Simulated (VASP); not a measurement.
# LaP in VASP: further runs

Runs on LaP. Level: LDA. Tasks: single point.

All numbers are computed with VASP 6.6.1; they aren't measurements. Logs are shortened: lines on timing, memory, paths and dates and some standing lists are left out, and cuts for length are marked.

### 1 The cell of the first run

The structure is cubic, space group Fm-3m (No. 225). The conventional cell has a = 6.005 Å, b = 6.005 Å, c = 6.005 Å, α = 90.00°, β = 90.00°, γ = 90.00°. La (site symmetry m-3m) has 6 P at 3.00 Å within 4.0 Å. P (site symmetry m-3m) has 6 La at 3.00 Å within 4.0 Å.

### 2 Single point, LDA (volume scaled by 0.99)

Contents of INCAR:

```
SYSTEM = LaP
PREC     = Accurate       ! precision mode
ENCUT    = 520            ! plane-wave cutoff, eV
EDIFF    = 1E-6           ! SCF threshold, eV
ISMEAR   = -1             ! smearing method
SIGMA    = 0.03           ! smearing width, eV
LREAL    = .FALSE.        ! projectors in reciprocal space
LASPH    = .TRUE.         ! aspherical terms in the spheres
NELM     = 80             ! most SCF steps
ALGO     = Normal         ! electronic algorithm
ISIF     = 2              ! what is computed and relaxed
LWAVE    = .FALSE.        ! write WAVECAR
LCHARG   = .FALSE.        ! write CHGCAR
GGA      = CA             ! functional
NBANDS   = 15             ! bands
```

Contents of KPOINTS:

```
Automatic mesh
0
G
  10 10 10
  0 0 0
```

Contents of POSCAR:

```
LaP
1.0
    0.0000000000      3.0024246739      3.0024246739
    3.0024246739      0.0000000000      3.0024246739
    3.0024246739      3.0024246739      0.0000000000
La P
1 1
Direct
    0.0000000000      0.0000000000      0.0000000000
    0.5000000000      0.5000000000      0.5000000000
```

Potentials or basis: VASP PAW LDA potentials, release 64 (La, P).

On the command line:

```console
$ cat potpaw_LDA.64/La/POTCAR potpaw_LDA.64/P/POTCAR > POTCAR
$ mpirun -np 1 vasp_std > vasp.out
```

OUTCAR:

```text
SYSTEM = LaP
   PREC = Accurate
   ENCUT = 520
   EDIFF = 1E-6
   ISMEAR = -1
   LREAL = .FALSE.
   LASPH = .TRUE.
   NELM = 80
   ISIF = 2
   GGA = CA

 ion  position               nearest neighbor table
   1  0.000  0.000  0.000-   2 3.00   2 3.00   2 3.00   2 3.00   2 3.00   2 3.00
   2  0.500  0.500  0.500-   1 3.00   1 3.00   1 3.00   1 3.00   1 3.00   1 3.00

  LATTYP: Found a face centered cubic cell.
 ALAT       =     6.0048493478

  Lattice vectors:

 A1 = (   0.0000000000,   3.0024246739,   3.0024246739)
 A2 = (   3.0024246739,   0.0000000000,   3.0024246739)
 A3 = (   3.0024246739,   3.0024246739,   0.0000000000)

Analysis of symmetry for initial positions (statically):
=====================================================================
 Subroutine PRICEL returns:
 Original cell was already a primitive cell.

 Routine SETGRP: Setting up the symmetry group for a
 face centered cubic supercell.

 Subroutine GETGRP returns: Found 48 space group operations
 (whereof 48 operations were pure point group operations)
 out of a pool of 48 trial point group operations.

The static configuration has the point symmetry O_h .

Analysis of symmetry for dynamics (positions and initial velocities):
=====================================================================
 Subroutine PRICEL returns:
 Original cell was already a primitive cell.

 Routine SETGRP: Setting up the symmetry group for a
 face centered cubic supercell.

 Subroutine GETGRP returns: Found 48 space group operations
 (whereof 48 operations were pure point group operations)
 out of a pool of 48 trial point group operations.

The dynamic configuration has the point symmetry O_h .

 Subroutine INISYM returns: Found 48 space group operations
 (whereof 48 operations are pure point group operations),
 and found     1 'primitive' translations

----------------------------------------------------------------------------------------

                                     Primitive cell

  volume of cell :      54.1310

  direct lattice vectors                    reciprocal lattice vectors
     0.000000000  3.002424674  3.002424674    -0.166532071  0.166532071  0.166532071
     3.002424674  0.000000000  3.002424674     0.166532071 -0.166532071  0.166532071
     3.002424674  3.002424674  0.000000000     0.166532071  0.166532071 -0.166532071

  length of vectors
     4.246069694  4.246069694  4.246069694     0.288442009  0.288442009  0.288442009

[... 89 lines left out ...]
   TEBEG  =    0.0;   TEEND  =   0.0 temperature during run
   PSTRESS=    0.0 pullay stress
   NELECT =      16.0000    total number of electrons
   NUPDOWN=      -1.0000    fix difference up-down
   EMIN   =  10.00;   EMAX   =-10.00  energy-range for DOS
   EFERMI =   0.00;   METHOD = LEGACY
   ISMEAR =    -1;   SIGMA  =   0.03  broadening in eV -4-tet -1-fermi 0-gaus
   EFERMI_NEDOS =   21; number of points for ismear=-14 and -15
   IALGO  =     38    algorithm
   IMIX   =      4    mixing-type and parameters
     AMIX     =   0.40;   BMIX     =  1.00
     AMIX_MAG =   1.60;   BMIX_MAG =  1.00
  volume/ion in A,a.u.               =      27.07       182.65
  Fermi-wavevector in a.u.,A,eV,Ry     =   1.090518  2.060780 16.180440  1.189229
  Thomas-Fermi vector in A             =   2.226744
   LORBIT       =      0    0 simple, 1 ext, 2 COOP (PROOUT), +10 PAW based schemes
   GGA     = CA    functional components
   LHFCALC =     F    Hartree Fock is set to
   AEXX    =    0.0000 exact exchange contribution
   IVDW    =     0    specifies the selected vdW correction
   LEPSILON=     F    determine dielectric tensor
   LRPA    =     F    only Hartree local field effects (RPA)
 non-spin polarized calculation
  energy-cutoff  :      520.00
  volume of cell :       54.13
 maximum number of plane-waves:      1476
   NGX = 15   NGY = 15   NGZ = 15

 number of electron      16.0000000 magnetization

 Free energy of the ion-electron system (eV)
  ---------------------------------------------------
  ext. energy  EPLUGINS =         0.00000000
  ---------------------------------------------------
  free energy    TOTEN  =       -14.69348743 eV

  energy without entropy =      -14.69259917  energy(sigma->0) =      -14.69304330

 E-fermi :   6.3581     XC(G=0):  -9.9767

 val. band max:        6.3339245738   @ k =   0.1000   0.1000   0.0000
 cond. band min:       6.4795454838   @ k =   0.0000   0.0000   0.0000
 fundamental gap:      0.1456209099
 Fermi energy:         6.3581204514

 k-point     1 :       0.0000    0.0000    0.0000
  band No.  band energies     occupation
      1     -25.2106      2.00000
      2      -8.7688      2.00000
      3      -8.7688      2.00000
      4      -8.7688      2.00000
      5      -2.7611      2.00000
      6       6.4795      0.03433
      7       6.4795      0.03433
      8       6.4795      0.03433
      9       8.1078      0.00000
     10       8.1078      0.00000
     11       8.1078      0.00000
     12       8.9089      0.00000
     13       9.0150      0.00000
     14       9.0150      0.00000
[... 401 lines left out ...]
      2      -9.2481      2.00000
      3      -8.9496      2.00000
      4      -8.9289      2.00000
      5      -2.1101      2.00000
      6       4.6548      2.00000
      7       5.7637      2.00000
      8       6.0016      1.99999
      9       6.8880      0.00000
     10       9.1619      0.00000
     11       9.1939      0.00000
     12       9.2423      0.00000
     13       9.2455      0.00000
     14       9.3756      0.00000
     15       9.6127      0.00000

 [... further k-points ...]

------------------------ aborting loop because EDIFF is reached ----------------------------------------

  FORCE on cell =-STRESS in cart. coord.  units (eV):
  Direction    XX          YY          ZZ          XY          YZ          ZX
  --------------------------------------------------------------------------------------
  -------------------------------------------------------------------------------------
  Total       -0.8633101     -0.8633101     -0.8633101      0.0000000      0.0000000     -0.0000000
  in kB      -25.5523618    -25.5523618    -25.5523618      0.0000000      0.0000000     -0.0000000
  external PRESSURE =     -25.5523618 kB  Pullay stress =       0.0000000 kB

 VOLUME and BASIS-vectors are now :
 -----------------------------------------------------------------------------
  energy-cutoff  :      520.00
  volume of cell :       54.13
      direct lattice vectors                 reciprocal lattice vectors
     0.000000000  3.002424674  3.002424674    -0.166532071  0.166532071  0.166532071
     3.002424674  0.000000000  3.002424674     0.166532071 -0.166532071  0.166532071
     3.002424674  3.002424674  0.000000000     0.166532071  0.166532071 -0.166532071

 POSITION                                       TOTAL-FORCE (eV/Angst)
 -----------------------------------------------------------------------------------
      0.00000      0.00000      0.00000        -0.000000     -0.000000     -0.000000
      3.00242      3.00242      3.00242         0.000000      0.000000      0.000000
 -----------------------------------------------------------------------------------
    total drift:                                0.000000     -0.000000     -0.000000

  FREE ENERGIE OF THE ION-ELECTRON SYSTEM (eV)
  ---------------------------------------------------
  free  energy   TOTEN  =       -14.6934874298 eV

  energy  without entropy=      -14.6925991696  energy(sigma->0) =      -14.69304330
```

Wall time 25 s (1 thread of AMD EPYC 9R45 (Zen 5), shared host); peak memory 0.16 GiB.

Results:

| Quantity | Value |
| --- | --- |
| Free energy | -14.6935 eV |
| Pressure | -2.6 GPa |
| Band gap on the k mesh | zero (band 8 reaches 6.48 eV, above the bottom of band 9 at 6.29 eV) |

Caveat: spin-orbit coupling is left out, which moves the levels of the heavy elements.

### 3 Single point, LDA (volume scaled by 1.02)

Contents of INCAR:

```
SYSTEM = LaP
PREC     = Accurate       ! precision mode
ENCUT    = 520            ! plane-wave cutoff, eV
EDIFF    = 1E-7           ! SCF threshold, eV
ISMEAR   = -1             ! smearing method
SIGMA    = 0.03           ! smearing width, eV
LREAL    = .FALSE.        ! projectors in reciprocal space
LASPH    = .TRUE.         ! aspherical terms in the spheres
NELM     = 100            ! most SCF steps
ALGO     = Normal         ! electronic algorithm
ISIF     = 2              ! what is computed and relaxed
LWAVE    = .FALSE.        ! write WAVECAR
LCHARG   = .FALSE.        ! write CHGCAR
NBANDS   = 15             ! bands
```

KPOINTS is that of step 2.

Contents of POSCAR:

```
LaP
1.0
    0.0000000000      3.0324509126      3.0324509126
    3.0324509126      0.0000000000      3.0324509126
    3.0324509126      3.0324509126      0.0000000000
La P
1 1
Direct
    0.0000000000      0.0000000000      0.0000000000
    0.5000000000      0.5000000000      0.5000000000
```

Potentials or basis: VASP PAW LDA potentials, release 64 (La, P).

On the command line:

```console
$ cat potpaw_LDA.64/La/POTCAR potpaw_LDA.64/P/POTCAR > POTCAR
$ mpirun -np 1 vasp_std > vasp.out
```

OUTCAR:

```text
SYSTEM = LaP
   PREC = Accurate
   ENCUT = 520
   EDIFF = 1E-7
   ISMEAR = -1
   LREAL = .FALSE.
   LASPH = .TRUE.
   NELM = 100
   ISIF = 2

 ion  position               nearest neighbor table
   1  0.000  0.000  0.000-   2 3.03   2 3.03   2 3.03   2 3.03   2 3.03   2 3.03
   2  0.500  0.500  0.500-   1 3.03   1 3.03   1 3.03   1 3.03   1 3.03   1 3.03

  LATTYP: Found a face centered cubic cell.
 ALAT       =     6.0649018252

  Lattice vectors:

 A1 = (   0.0000000000,   3.0324509126,   3.0324509126)
 A2 = (   3.0324509126,   0.0000000000,   3.0324509126)
 A3 = (   3.0324509126,   3.0324509126,   0.0000000000)

Analysis of symmetry for initial positions (statically):
=====================================================================
 Subroutine PRICEL returns:
 Original cell was already a primitive cell.

 Routine SETGRP: Setting up the symmetry group for a
 face centered cubic supercell.

 Subroutine GETGRP returns: Found 48 space group operations
 (whereof 48 operations were pure point group operations)
 out of a pool of 48 trial point group operations.

The static configuration has the point symmetry O_h .

Analysis of symmetry for dynamics (positions and initial velocities):
[... 164 lines left out ...]

 k-point     1 :       0.0000    0.0000    0.0000
  band No.  band energies     occupation
      1     -25.5929      2.00000
      2      -9.1533      2.00000
      3      -9.1533      2.00000
      4      -9.1533      2.00000
      5      -2.9718      2.00000
      6       6.2025      0.07203
      7       6.2025      0.07203
      8       6.2025      0.07203
      9       7.8370      0.00000
     10       7.8370      0.00000
     11       7.8370      0.00000
     12       8.5421      0.00000
     13       8.7083      0.00000
     14       8.7083      0.00000
[... 401 lines left out ...]
      2      -9.5796      2.00000
      3      -9.3148      2.00000
      4      -9.2965      2.00000
      5      -2.3470      2.00000
      6       4.3881      2.00000
      7       5.4988      2.00000
      8       5.7223      1.99999
      9       6.6451      0.00000
     10       8.7759      0.00000
     11       8.8049      0.00000
     12       8.8504      0.00000
     13       8.8514      0.00000
     14       8.9691      0.00000
     15       9.2047      0.00000

 [... further k-points ...]
[... 5 lines left out ...]
  --------------------------------------------------------------------------------------
  -------------------------------------------------------------------------------------
  Total       -1.5842146     -1.5842146     -1.5842146      0.0000000      0.0000000      0.0000000
  in kB      -45.5106745    -45.5106745    -45.5106745      0.0000000      0.0000000      0.0000000
  external PRESSURE =     -45.5106745 kB  Pullay stress =       0.0000000 kB

 VOLUME and BASIS-vectors are now :
 -----------------------------------------------------------------------------
  energy-cutoff  :      520.00
  volume of cell :       55.77
      direct lattice vectors                 reciprocal lattice vectors
     0.000000000  3.032450913  3.032450913    -0.164883131  0.164883131  0.164883131
     3.032450913  0.000000000  3.032450913     0.164883131 -0.164883131  0.164883131
     3.032450913  3.032450913  0.000000000     0.164883131  0.164883131 -0.164883131

 POSITION                                       TOTAL-FORCE (eV/Angst)
 -----------------------------------------------------------------------------------
      0.00000      0.00000      0.00000        -0.000000      0.000000      0.000000
      3.03245      3.03245      3.03245         0.000000     -0.000000     -0.000000
 -----------------------------------------------------------------------------------
    total drift:                                0.000000     -0.000000     -0.000000

  FREE ENERGIE OF THE ION-ELECTRON SYSTEM (eV)
  ---------------------------------------------------
  free  energy   TOTEN  =       -14.6570333118 eV

  energy  without entropy=      -14.6562964801  energy(sigma->0) =      -14.65666490
```

Wall time 27 s (1 thread of AMD EPYC 9R45 (Zen 5), shared host); peak memory 0.16 GiB.

What came out:

```
Free energy            : -14.6570 eV
Pressure               : -4.6 GPa
Band gap on the k mesh : zero (band 8 reaches 6.20 eV, above the bottom of band 9 at 6.00 eV)
```

Caveat: spin-orbit coupling is left out, which moves the levels of the heavy elements.

### 4 Single point, LDA (volume scaled by 1.06)

Contents of INCAR:

```
SYSTEM = LaP
PREC = Accurate ; ENCUT = 520
EDIFF = 1E-6 ; ISMEAR = -1
SIGMA = 0.03 ; LREAL = .False.
LASPH = .True. ; NELM = 60
ALGO = Normal ; ISIF = 2
LWAVE = .False. ; LCHARG = .False.
NBANDS = 15
```

Contents of KPOINTS:

```
Automatic mesh
0
Gamma
  10 10 10
  0 0 0
```

Contents of POSCAR:

```
LaP
1.0
    0.0000000000      3.0715836276      3.0715836276
    3.0715836276      0.0000000000      3.0715836276
    3.0715836276      3.0715836276      0.0000000000
La P
1 1
Direct
    0.0000000000      0.0000000000      0.0000000000
    0.5000000000      0.5000000000      0.5000000000
```

On the command line:

```console
$ cat potpaw_LDA.64/La/POTCAR potpaw_LDA.64/P/POTCAR > POTCAR
$ mpirun -np 1 vasp_std > vasp.out
```

Wall time 25 s (1 thread of AMD EPYC 9R45 (Zen 5), shared host); peak memory 0.16 GiB.

It converged, with:

```yaml
Free_energy: -14.5795 eV
Pressure: -6.8 GPa
Band_gap_on_the_k_mesh: zero (band 8 reaches 5.86 eV, above the bottom of band 9 at 5.74 eV)
```

Levels at points of the mesh, in eV from the Fermi level:
| k point | band 6 | band 7 | band 8 | band 9 | band 10 | band 11 |
| --- | --- | --- | --- | --- | --- | --- |
| (0.00, 0.00, 0.00) | 0.06 | 0.06 | 0.06 | 1.70 | 1.70 | 1.70 |
| (0.50, 0.00, 0.00) | -2.95 | -1.57 | -1.57 | 2.18 | 2.39 | 2.39 |
| (0.50, 0.50, 0.00) | -0.99 | -0.18 | -0.18 | -0.06 | 2.50 | 2.54 |

Caveat: spin-orbit coupling is left out, which moves the levels of the heavy elements.

### 5 Single point, LDA (equal xx and yy strain of -2 %)

Contents of INCAR:

```
SYSTEM = LaP
PREC = Accurate
ENCUT = 520
EDIFF = 1E-6
ISMEAR = -1
SIGMA = 0.03
LREAL = .FALSE.
LASPH = .TRUE.
NELM = 60
ALGO = Normal
ISIF = 2
LWAVE = .FALSE.
LCHARG = .FALSE.
GGA = CA
NBANDS = 15
```

Contents of KPOINTS:

```
Automatic mesh
0
G
  10 10 10
  0 0 0
```

Contents of POSCAR:

```
LaP
1.0
    0.0000000000      2.9522500000      3.0125000000
    2.9522500000      0.0000000000      3.0125000000
    2.9522500000      2.9522500000      0.0000000000
La P
1 1
Direct
    0.0000000000      0.0000000000      0.0000000000
    0.5000000000      0.5000000000      0.5000000000
```

On the command line:

```console
$ cat potpaw_LDA.64/La/POTCAR potpaw_LDA.64/P/POTCAR > POTCAR
$ mpirun -np 1 vasp_std > vasp.out
```

Run time: 53 s. Hardware: 1 thread of AMD EPYC 9R45 (Zen 5), shared host; peak memory 0.2 GiB.

Results (log left out):

- Free energy: -14.7009 eV
- Pressure: -0.2 GPa
- Band gap on the k mesh: zero (band 8 reaches 6.79 eV, above the bottom of band 9 at 6.58 eV)

Stress tensor (GPa, compression positive):
```
 0.87  0.00  0.00
 0.00  0.87  0.00
 0.00  0.00 -2.27
```

Levels at points of the mesh, in eV from the Fermi level:
| k point | band 6 | band 7 | band 8 | band 9 | band 10 | band 11 |
| --- | --- | --- | --- | --- | --- | --- |
| (0.00, 0.00, 0.00) | 0.06 | 0.14 | 0.14 | 1.61 | 1.79 | 1.79 |
| (0.50, 0.00, 0.00) | -3.15 | -1.74 | -1.73 | 2.48 | 2.78 | 2.79 |
| (0.50, 0.50, 0.00) | -0.88 | -0.24 | -0.01 | -0.01 | 2.95 | 2.99 |
| (0.50, 0.00, 0.50) | -0.71 | -0.24 | -0.12 | -0.01 | 2.93 | 2.97 |

Caveat: the cell differs from its parent crystal (equal xx and yy strain of -2 %); spin-orbit coupling is left out, which moves the levels of the heavy elements.

### 6 Summary

```csv
cell,gap on the mesh (eV),pressure (GPa)
"a = 4.246 Å, angles 60.0°, 2 atoms",none,-2.6
"a = 4.289 Å, angles 60.0°, 2 atoms",none,-4.6
"a = 4.344 Å, angles 60.0°, 2 atoms",none,-6.8
"a = 4.218, b = 4.218, c = 4.175 Å, angles 60.3, 60.3, 59.3°, 2 atoms",none,-0.2
```

Alike in all rows: task single point; level LDA; potentials or basis VASP PAW LDA potentials, release 64 (La, P); no spin polarisation; k mesh 10 × 10 × 10; cutoff (eV) 520; smearing fermi-dirac 0.03 eV.

Caveats: spin-orbit coupling is left out, which moves the levels of the heavy elements.

Absolute energies hang on the potentials; compare differences alone.
